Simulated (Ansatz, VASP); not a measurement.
**Si16Ge in VASP and in Ansatz**

```
Si Ge
1.0
     0.00000    5.43000    5.43000
     5.43000    0.00000    5.43000
     5.43000    5.43000    0.00000
Si Ge
16 1
Direct
  0.98801 0.99801 0.99798
  0.06037 0.14647 0.14643
  0.98797 0.99802 0.51571
  0.13617 0.10874 0.62739
  0.98798 0.51575 0.99799
  0.13617 0.62742 0.10870
  0.06621 0.47785 0.47781
  0.13614 0.62743 0.62740
  0.43858 0.02040 0.02036
  0.61649 0.11357 0.11354
  0.50788 0.96847 0.51165
  0.61647 0.11357 0.65609
  0.50788 0.51168 0.96843
  0.61647 0.65613 0.11353
  0.50785 0.51172 0.51168
  0.68729 0.60415 0.60412
  0.56063 0.31305 0.31302
```

Alike in both runs: functional LDA; k mesh 2 × 2 × 2; occupations gaussian, width 0.05 eV; no spin polarisation.

Ansatz relaxed the structure, and its values are those at the end. VASP's run is a single point on that final structure, the one shown.

|  | VASP | Ansatz |
| --- | --- | --- |
| version | VASP 6.6.1 | Ansatz 0.2.0 |
| potentials or method | VASP PAW LDA potentials, release 64 (Si, Ge_d), cutoff 520 eV | scalar-relativistic, plane waves, PAW |
| valence electrons in the cell | 78 | 78 |

|  | VASP | Ansatz | Ansatz less VASP |
| --- | --- | --- | --- |
| rms of the force components (eV/Å) | 0.009 | 0.009 | -0.0002 |

Ansatz warns that its potentials were made for another functional, while VASP's fit it. LDA's correlation is that of Perdew and Zunger in VASP and of Perdew and Wang (1992) in Ansatz.

The k mesh is coarse, so the values compare programs but aren't converged.
